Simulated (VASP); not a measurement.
# Ir (a cell with a defect) in VASP: a series of runs

The runs below take Ir (a cell with a defect) through single point, with PBE.

Program: VASP 6.6.1. These are calculated values, not measurements. Logs are shortened: lines on timing, memory, paths and dates and some standing lists are left out, and cuts for length are marked.

## (1) The cell of the first run

The cell holds a defect, 15 atoms: a = 6.703 Å, b = 6.703 Å, c = 6.703 Å, α = 109.47°, β = 109.47°, γ = 109.47°.

## (2) Single point, PBE

INCAR

```
  ALGO = Normal
  EDIFF = 1E-6
  ENCUT = 520
  GGA = PE
  ISIF = 2
  ISMEAR = 1
  LASPH = T
  LCHARG = F
  LREAL = Auto
  LWAVE = F
  NBANDS = 80
  NELM = 60
  PREC = Accurate
  SIGMA = 0.1
```

KPOINTS

```
k-points
0
Gamma
  3 3 3
```

POSCAR

```
Ir
1.0
   -3.8700194500      3.8700194500      3.8700194500
    3.8700194500     -3.8700194500      3.8700194500
    3.8700194500      3.8700194500     -3.8700194500
Ir
15
Direct
    0.0578405362      0.1229692786      0.0657600054
   -0.0032906811      0.2505958982      0.7390812984
    0.0059787813      0.5030850685      0.4977194624
    0.0031856429      0.7479207889      0.2438113069
    0.2428941281     -0.0043316320      0.7533599088
    0.2598275055      0.2507063627      0.5167896508
    0.2462836459      0.7473961145      0.0020912040
    0.4974999544     -0.0083512500      0.4946672813
    0.5121267543      0.2505902134      0.2544515635
    0.5001710004      0.5058580520      0.0062769710
    0.5046735618      0.7479045099      0.7453080113
    0.7542933667     -0.0026651029      0.2436894729
    0.7344729236      0.2507083007     -0.0085848406
    0.7520378224      0.4993104104      0.7477928825
    0.7458324273      0.7473520579      0.5016501920
```

Potentials or basis: VASP PAW PBE potentials, release 64 (Ir).

Launch:

```
> cat potpaw_PBE.64/Ir/POTCAR > POTCAR
> mpirun -np 1 vasp_std > vasp.out
```

OUTCAR:

```text
EDIFF = 1E-6
   ENCUT = 520
   GGA = PE
   ISIF = 2
   ISMEAR = 1
   LASPH = T
   LREAL = Auto
   NELM = 60
   PREC = Accurate

 ion  position               nearest neighbor table
   1  0.058  0.123  0.066-   6 2.55  13 2.55   9 2.56   2 2.56  12 2.72   5 2.81   4 3.09  11 3.09
                             7 3.14  15 3.14   3 3.37  14 3.41
   2  0.997  0.251  0.739-   1 2.56   6 2.66  14 2.70   3 2.70  12 2.71   7 2.72   8 2.73   5 2.75
                            15 2.76  10 2.76  13 2.82
   3  0.006  0.503  0.498-   5 2.70   2 2.70   9 2.70  11 2.73   4 2.73  14 2.76   7 2.76  15 2.76
                            12 2.77   6 2.77  13 2.77   1 3.37
   4  0.003  0.748  0.244-   7 2.65   8 2.71  14 2.71  13 2.72  12 2.73   3 2.73  10 2.75   6 2.76
                             5 2.79  15 2.82   1 3.09
   5  0.243  0.996  0.753-  13 2.69   6 2.69   3 2.70   7 2.72  15 2.72   9 2.75   2 2.75  11 2.79
                             4 2.79  10 2.79   8 2.81   1 2.81
   6  0.260  0.251  0.517-   1 2.55   2 2.66  10 2.68   5 2.69  14 2.70   8 2.72  11 2.72   4 2.76
                            12 2.77   3 2.77   9 2.82
   7  0.246  0.747  0.002-   4 2.65   8 2.70  14 2.71  10 2.71   5 2.72   2 2.72   9 2.76   3 2.76
                            12 2.78  11 2.82   1 3.14
   8  0.497  0.992  0.495-   7 2.70  15 2.70   4 2.71  11 2.71   6 2.72  13 2.72   9 2.73   2 2.73
                            14 2.78  12 2.78   5 2.81
   9  0.512  0.251  0.254-   1 2.56  13 2.66  14 2.70   3 2.70  12 2.71  15 2.72   8 2.73   5 2.75
                             7 2.76  10 2.76   6 2.82
  10  0.500  0.506  0.006-  13 2.68   6 2.68  12 2.69  15 2.71   7 2.71   4 2.75  11 2.75   9 2.76
                             2 2.76   5 2.79  14 2.79
  11  0.505  0.748  0.745-  15 2.65   8 2.71  14 2.71   6 2.72  12 2.73   3 2.73  10 2.75  13 2.76
                             5 2.79   7 2.82   1 3.09
  12  0.754  0.997  0.244-  10 2.69   2 2.71   9 2.71   1 2.72   4 2.73  11 2.73   3 2.77   6 2.77
                            13 2.77   8 2.78  15 2.78   7 2.78
  13  0.734  0.251  0.991-   1 2.55   9 2.66  10 2.68   5 2.69  14 2.70   8 2.72   4 2.72  11 2.76
                            12 2.77   3 2.77   2 2.82
  14  0.752  0.499  0.748-   6 2.70  13 2.70   9 2.70   2 2.70  15 2.71   7 2.71  11 2.71   4 2.71
                             3 2.76   8 2.78  10 2.79   1 3.41
  15  0.746  0.747  0.502-  11 2.65   8 2.70  14 2.71  10 2.71   9 2.72   5 2.72   2 2.76   3 2.76
                            12 2.78   4 2.82   1 3.14

  LATTYP: Found a body centered cubic cell.
 ALAT       =     7.7400389000

  Lattice vectors:

 A1 = (  -3.8700194500,   3.8700194500,   3.8700194500)
 A2 = (   3.8700194500,  -3.8700194500,   3.8700194500)
 A3 = (   3.8700194500,   3.8700194500,  -3.8700194500)

Analysis of symmetry for initial positions (statically):
=====================================================================
 Subroutine PRICEL returns:
 Original cell was already a primitive cell.

 Routine SETGRP: Setting up the symmetry group for a
 body centered cubic supercell.

 Subroutine GETGRP returns: Found  1 space group operations
 (whereof  1 operations were pure point group operations)
 out of a pool of 48 trial point group operations.

The static configuration has the point symmetry C_1 .

Analysis of symmetry for dynamics (positions and initial velocities):
=====================================================================
 Subroutine PRICEL returns:
 Original cell was already a primitive cell.

 Routine SETGRP: Setting up the symmetry group for a
 body centered cubic supercell.

 Subroutine GETGRP returns: Found  1 space group operations
 (whereof  1 operations were pure point group operations)
 out of a pool of 48 trial point group operations.

The dynamic configuration has the point symmetry C_1 .

 Subroutine INISYM returns: Found  1 space group operations
 (whereof  1 operations are pure point group operations),
 and found     1 'primitive' translations

----------------------------------------------------------------------------------------

                                     Primitive cell

  volume of cell :     231.8459

  direct lattice vectors                    reciprocal lattice vectors
    -3.870019450  3.870019450  3.870019450     0.000000000  0.129198317  0.129198317
     3.870019450 -3.870019450  3.870019450     0.129198317  0.000000000  0.129198317
     3.870019450  3.870019450 -3.870019450     0.129198317  0.129198317  0.000000000

  length of vectors
     6.703070314  6.703070314  6.703070314     0.182714012  0.182714012  0.182714012

  position of ions in fractional coordinates (direct lattice)
     0.057840536  0.122969279  0.065760005
     0.996709319  0.250595898  0.739081298
     0.005978781  0.503085068  0.497719462
     0.003185643  0.747920789  0.243811307
     0.242894128  0.995668368  0.753359909
     0.259827505  0.250706363  0.516789651
[... 90 lines left out ...]
   EDIFFG = 0.1E-04   stopping-criterion for IOM
   NSW    =      0    number of steps for IOM
   IBRION =     -1    ionic relax: 0-MD 1-quasi-New 2-CG
   NFREE  =      0    steps in history (QN), initial steepest desc. (CG)
   ISIF   =      2    stress and relaxation
   ISYM   =      2    0-nonsym 1-usesym 2-fastsym
   POTIM  = 0.5000    time-step for ionic-motion
   TEBEG  =    0.0;   TEEND  =   0.0 temperature during run
   PSTRESS=    0.0 pullay stress
   NELECT =     135.0000    total number of electrons
   NUPDOWN=      -1.0000    fix difference up-down
   EMIN   =  10.00;   EMAX   =-10.00  energy-range for DOS
   EFERMI =   0.00;   METHOD = LEGACY
   ISMEAR =     1;   SIGMA  =   0.10  broadening in eV -4-tet -1-fermi 0-gaus
   EFERMI_NEDOS =   21; number of points for ismear=-14 and -15
   IALGO  =     38    algorithm
   IMIX   =      4    mixing-type and parameters
     AMIX     =   0.40;   BMIX     =  1.00
     AMIX_MAG =   1.60;   BMIX_MAG =  1.00
  volume/ion in A,a.u.               =      15.46       104.30
  Fermi-wavevector in a.u.,A,eV,Ry     =   1.367056  2.583361 25.427137  1.868842
  Thomas-Fermi vector in A             =   2.493142
   LORBIT       =      0    0 simple, 1 ext, 2 COOP (PROOUT), +10 PAW based schemes
   GGA     = PE    functional components
   LHFCALC =     F    Hartree Fock is set to
   AEXX    =    0.0000 exact exchange contribution
   IVDW    =     0    specifies the selected vdW correction
   LEPSILON=     F    determine dielectric tensor
   LRPA    =     F    only Hartree local field effects (RPA)
 non-spin polarized calculation
 Methfessel and Paxton  Order N= 1 SIGMA  =   0.10
  energy-cutoff  :      520.00
  volume of cell :      231.85
 maximum number of plane-waves:      6339
 NGX is ok and might be reduce to    50
   NGX = 25   NGY = 25   NGZ = 25

 number of electron     135.0000000 magnetization

 Free energy of the ion-electron system (eV)
  ---------------------------------------------------
  ext. energy  EPLUGINS =         0.00000000
  ---------------------------------------------------
  free energy    TOTEN  =      -129.91873793 eV

  energy without entropy =     -129.91225062  energy(sigma->0) =     -129.91657549

 E-fermi :   8.8947     XC(G=0): -13.3834

 val. band max:        8.8810174315   @ k =   0.0000   0.3333   0.0000
 cond. band min:       8.9047981071   @ k =   0.3333   0.0000  -0.3333
 fundamental gap:      0.0237806756
 Fermi energy:         8.8947346290

 k-point     1 :       0.0000    0.0000    0.0000
  band No.  band energies     occupation
      1      -1.4095      2.00000
      2       1.5754      2.00000
      3       1.7728      2.00000
      4       1.9655      2.00000
      5       2.1647      2.00000
      6       2.2405      2.00000
[... 71 lines left out ...]
     78      11.0982      0.00000
     79      11.1861      0.00000
[... 1064 lines left out ...]
     78       9.7113     -0.00000
     79       9.8545     -0.00000
 [bands above 79 left out]

------------------------ aborting loop because EDIFF is reached ----------------------------------------

  FORCE on cell =-STRESS in cart. coord.  units (eV):
  Direction    XX          YY          ZZ          XY          YZ          ZX
  --------------------------------------------------------------------------------------
  -------------------------------------------------------------------------------------
  Total       -8.8628788     -2.1534100     -8.9337634      0.0045652      0.0007434      1.4093955
  in kB      -61.2471604    -14.8811972    -61.7370102      0.0315483      0.0051375      9.7396651
  external PRESSURE =     -45.9551226 kB  Pullay stress =       0.0000000 kB

 VOLUME and BASIS-vectors are now :
 -----------------------------------------------------------------------------
  energy-cutoff  :      520.00
  volume of cell :      231.85
      direct lattice vectors                 reciprocal lattice vectors
    -3.870019450  3.870019450  3.870019450     0.000000000  0.129198317  0.129198317
     3.870019450 -3.870019450  3.870019450     0.129198317  0.000000000  0.129198317
     3.870019450  3.870019450 -3.870019450     0.129198317  0.129198317  0.000000000

 POSITION                                       TOTAL-FORCE (eV/Angst)
 -----------------------------------------------------------------------------------
      0.50654      0.00244      0.44525        -2.423853     -0.004650     -1.859814
     -0.02721      5.74773      1.96684         0.238937      0.153976      0.128623
      3.85000      0.00237      0.04390         0.360656     -0.001986     -0.007983
      3.82569     -1.93859      1.96324         0.167677     -0.021155      0.091869
      5.82877      0.00227      1.87774         0.131662     -0.000876      0.309736
      1.96469      2.03529     -0.02421         0.146402     -0.372226      0.237236
      1.94741     -1.93122      3.83747         0.109541      0.012192      0.126131
      3.82674      0.00201      3.84866         0.196257      0.003356      0.051979
     -0.02742      1.99688      1.96700         0.238689     -0.153290      0.129102
      0.04630      0.00228      3.86906        -0.028707     -0.001860      0.304014
      3.82566      1.94305      1.96315         0.169284      0.021150      0.093934
      1.88366      0.00251      5.83575         0.335915     -0.003210      0.020237
      1.96462      5.70897     -0.02413         0.143550      0.377051      0.238030
      1.91591      3.87203      1.94877         0.102442      0.003282      0.008623
      1.94728      1.93552      3.83726         0.111550     -0.011755      0.128285
 -----------------------------------------------------------------------------------
    total drift:                                0.001523      0.000518      0.000045

  FREE ENERGIE OF THE ION-ELECTRON SYSTEM (eV)
  ---------------------------------------------------
  free  energy   TOTEN  =      -129.9187379300 eV

  energy  without entropy=     -129.9122506217  energy(sigma->0) =     -129.91657549
```

Wall time 26 min (1 thread of Intel Xeon 8259CL, shared host); peak memory 0.46 GiB.

What came out:

```
Free energy            : -129.9187 eV
Pressure               : -4.6 GPa
Largest force          : 3.055 eV/Å
Band gap on the k mesh : zero (an odd number of electrons rules out a gap without spin polarisation)
```

Forces in eV/Å, atoms in the order of the input:
```
Ir  -2.424 -0.005 -1.860
Ir   0.239  0.154  0.129
Ir   0.361 -0.002 -0.008
Ir   0.168 -0.021  0.092
Ir   0.132 -0.001  0.310
Ir   0.146 -0.372  0.237
Ir   0.110  0.012  0.126
Ir   0.196  0.003  0.052
Ir   0.239 -0.153  0.129
Ir  -0.029 -0.002  0.304
Ir   0.169  0.021  0.094
Ir   0.336 -0.003  0.020
Ir   0.144  0.377  0.238
Ir   0.102  0.003  0.009
Ir   0.112 -0.012  0.128
```

Caveat: the k points lie up to 0.38 Å⁻¹ apart, too coarse for converged energies and pressures of a metal; spin-orbit coupling is left out, which moves the levels of the heavy elements.

## (3) Single point, PBE

INCAR

```
SYSTEM = Ir
ALGO = Normal
EDIFF = 1E-6
ENCUT = 520
GGA = PE
ISIF = 2
ISMEAR = 1
LASPH = .TRUE.
LCHARG = .FALSE.
LREAL = Auto
LWAVE = .FALSE.
NBANDS = 80
NELM = 100
PREC = Accurate
SIGMA = 0.1
```

KPOINTS

```
k-points
0
G
  3 3 3
  0 0 0
```

POSCAR

```
Ir
1.0
   -3.8700194500      3.8700194500      3.8700194500
    3.8700194500     -3.8700194500      3.8700194500
    3.8700194500      3.8700194500     -3.8700194500
Ir
15
Direct
    0.1132044698      0.2486430656      0.1361380755
   -0.0069103012      0.2486416444      0.7326774546
    0.0108761727      0.5017801655      0.4915678137
    0.0054760707      0.7486419739      0.2437542013
    0.2379203805     -0.0090332879      0.7536351012
    0.2679788857      0.2486380269      0.5270326225
    0.2462652998      0.7486629040      0.0029298302
    0.4996512356     -0.0078382035      0.4929781425
    0.5165830627      0.2486413860      0.2560835967
    0.4956051319      0.5063114088      0.0112951629
    0.5054747205      0.7486459790      0.7437522052
    0.7577297835     -0.0045030781      0.2384305846
    0.7221468874      0.2486381561     -0.0188841428
    0.7561308251      0.5051304070      0.7494669051
    0.7462328129      0.7486088991      0.5028965681
```

Potentials or basis: VASP PAW PBE potentials, release 64 (Ir).

Launch:

```
> cat potpaw_PBE.64/Ir/POTCAR > POTCAR
> mpirun -np 1 vasp_std > vasp.out
```

It took 26 min on 1 thread of Intel Xeon 8259CL, shared host; peak memory 0.47 GiB.

It converged, with:

- Free energy: -128.4872 eV
- Pressure: -2.4 GPa
- Largest force: 0.063 eV/Å
- Band gap on the k mesh: zero (an odd number of electrons rules out a gap without spin polarisation)

Forces on the atoms (eV/Å):
```
Ir  -0.043 -0.012  0.044
Ir   0.009  0.005 -0.008
Ir  -0.010 -0.003  0.014
Ir  -0.010  0.000  0.005
Ir   0.010 -0.002 -0.019
Ir   0.007  0.016 -0.007
Ir   0.007  0.000 -0.011
Ir  -0.006  0.004 -0.019
Ir   0.006 -0.003 -0.007
Ir   0.021 -0.002 -0.009
Ir  -0.008  0.000  0.008
Ir  -0.013 -0.005  0.011
Ir   0.002 -0.003 -0.003
Ir   0.019  0.004  0.008
Ir   0.010  0.001 -0.008
```

Stress tensor (GPa, compression positive):
```
-5.52  0.01  2.84
 0.01  3.86 -0.01
 2.84 -0.01 -5.52
```

Levels at points of the mesh, in eV from the Fermi level:
```
           k point  band 64  band 65  band 66  band 67  band 68  band 69  band 70  band 71
(0.00, 0.00, 0.00)    -0.69    -0.57    -0.48    -0.44    -0.06     0.08     0.47     0.55
```

Caveat: the k points lie up to 0.38 Å⁻¹ apart, too coarse for converged energies and pressures of a metal; spin-orbit coupling is left out, which moves the levels of the heavy elements.

## (4) Single point, PBE

INCAR

```
  PREC = Accurate
  ENCUT = 520
  EDIFF = 1E-6
  ISMEAR = 1
  SIGMA = 0.1
  LREAL = Auto
  LASPH = T
  NELM = 80
  ALGO = Normal
  ISIF = 2
  LWAVE = F
  LCHARG = F
  GGA = PE
  NBANDS = 80
```

KPOINTS

```
Automatic mesh
0
Gamma
  3 3 3
```

POSCAR

```
Ir
1.0
   -3.8700194500      3.8700194500      3.8700194500
    3.8700194500     -3.8700194500      3.8700194500
    3.8700194500      3.8700194500     -3.8700194500
Ir
15
Direct
    0.1834994654      0.3742247342      0.1913394776
   -0.0052128937      0.2466925586      0.7370681302
    0.0056409277      0.4999498129      0.4949393730
    0.0054539778      0.7493877066      0.2459977301
    0.2429787530     -0.0085759259      0.7490172950
    0.2578083942      0.2465809313      0.5146869481
    0.2471574142      0.7499317607      0.0028928795
    0.5014092371     -0.0020197573      0.4970734708
    0.5102246967      0.2466973390      0.2524581627
    0.4959026756      0.5016167296      0.0062827850
    0.5039448833      0.7493710400      0.7444794625
    0.7515743881     -0.0058004876      0.2432211290
    0.7324300399      0.2465789933     -0.0107107989
    0.7545323836      0.5056466835      0.7516144396
    0.7475589044      0.7498875749      0.5032835171
```

Launch:

```
> cat potpaw_PBE.64/Ir/POTCAR > POTCAR
> mpirun -np 1 vasp_std > vasp.out
```

Wall time 27 min (1 thread of Intel Xeon 8259CL, shared host); peak memory 0.47 GiB.

Results (log left out):

```yaml
Free_energy: -129.9169 eV
Pressure: -4.6 GPa
Largest_force: 3.056 eV/Å
Band_gap_on_the_k_mesh: zero (an odd number of electrons rules out a gap without spin polarisation)
```

Forces in eV/Å, atoms in the order of the input:
```
Ir   1.861 -0.005  2.423
Ir  -0.128  0.155 -0.239
Ir  -0.018 -0.004 -0.338
Ir  -0.096  0.021 -0.171
Ir  -0.305 -0.002  0.029
Ir  -0.238 -0.371 -0.146
Ir  -0.130 -0.012 -0.112
Ir  -0.006  0.002 -0.103
Ir  -0.128 -0.154 -0.238
Ir  -0.310 -0.001 -0.131
Ir  -0.093 -0.021 -0.169
Ir   0.007 -0.002 -0.359
Ir  -0.239  0.377 -0.142
Ir  -0.051  0.004 -0.194
Ir  -0.127  0.013 -0.111
```

Stress tensor (GPa, compression positive):
```
-6.17  0.00  0.98
 0.00 -1.48  0.00
 0.98  0.00 -6.13
```

Levels at points of the mesh, in eV from the Fermi level:
| k point | band 63 | band 64 | band 65 | band 66 | band 67 | band 68 | band 69 | band 70 | band 71 | band 72 |
| --- | --- | --- | --- | --- | --- | --- | --- | --- | --- | --- |
| (0.00, 0.00, 0.00) | -0.95 | -0.83 | -0.75 | -0.70 | -0.62 | 0.14 | 0.38 | 0.45 | 0.78 | 0.86 |

Caveat: the k points lie up to 0.38 Å⁻¹ apart, too coarse for converged energies and pressures of a metal; spin-orbit coupling is left out, which moves the levels of the heavy elements.

## (5) The runs side by side

```tsv
cell	gap on the mesh (eV)	pressure (GPa)	largest force (eV/Å)
as given, atomic positions A	none	-4.6	3.06
as given, atomic positions B	none	-2.4	0.06
as given, atomic positions C	none	-4.6	3.06
```

Alike in all rows: task single point; level PBE; potentials or basis VASP PAW PBE potentials, release 64 (Ir); no spin polarisation; k mesh 3 × 3 × 3; cutoff (eV) 520; smearing methfessel-paxton 0.1 eV.

Caveats: all runs use coarse meshes; spin-orbit coupling is left out, which moves the levels of the heavy elements.

Absolute energies hang on the potentials; compare differences alone.
